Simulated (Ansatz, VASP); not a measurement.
LiCr4InO8 in VASP and in Ansatz

```
Li In Cr O
1.0
     0.00000    4.20190    4.20190
     4.20190    0.00000    4.20190
     4.20190    4.20190    0.00000
Li In Cr O
1 1 4 8
Direct
  0.00000 0.00000 0.00000
  0.75000 0.75000 0.75000
  0.37205 0.37205 0.37205
  0.88386 0.37205 0.37205
  0.37205 0.37205 0.88386
  0.37205 0.88386 0.37205
  0.13693 0.13693 0.13693
  0.58921 0.13693 0.13693
  0.13693 0.13693 0.58921
  0.13693 0.58921 0.13693
  0.61048 0.61048 0.61048
  0.16855 0.61048 0.61048
  0.61048 0.61048 0.16855
  0.61048 0.16855 0.61048
```

Alike in both runs: functional PBE; k mesh 4 × 4 × 4; occupations gaussian, width 0.05 eV; collinear spin; Hubbard terms Cr d U = 3.7 eV.

Ansatz relaxed the structure, and its values are those at the end. VASP's run is a single point on that final structure, the one shown.

|  | VASP | Ansatz |
| --- | --- | --- |
| version | VASP 6.6.1 | Ansatz 0.2.0 |
| potentials or method | VASP PAW PBE potentials, release 64 (Li_sv, In_d, Cr_pv, O), cutoff 750 eV | scalar-relativistic, plane waves, PAW |
| valence electrons in the cell | 112 | 120 |

```tsv
	VASP	Ansatz	Ansatz less VASP
gap on the k mesh at the Fermi level (eV)	2.36	2.28	-0.072
least direct gap on the mesh (eV)	2.36	2.28	-0.072
pressure (GPa)	11.1	8.8	-2.25
rms of the force components (eV/Å)	0.094	0.021	-0.0736
net moment per atom (μB)	0.86	0.86	0.000
size of the moment on the site where the two differ most (μB)	2.95	2.48	-0.477
```

Site moments also hang on the region over which each program counts them. The programs project onto different local orbitals, so the same U acts differently, and such runs can settle in different states. VASP's potentials hold 112 valence electrons a cell and Ansatz's 120, so a difference there can come from the potentials and not from the codes. Ansatz's warnings: stress scf threshold loose.
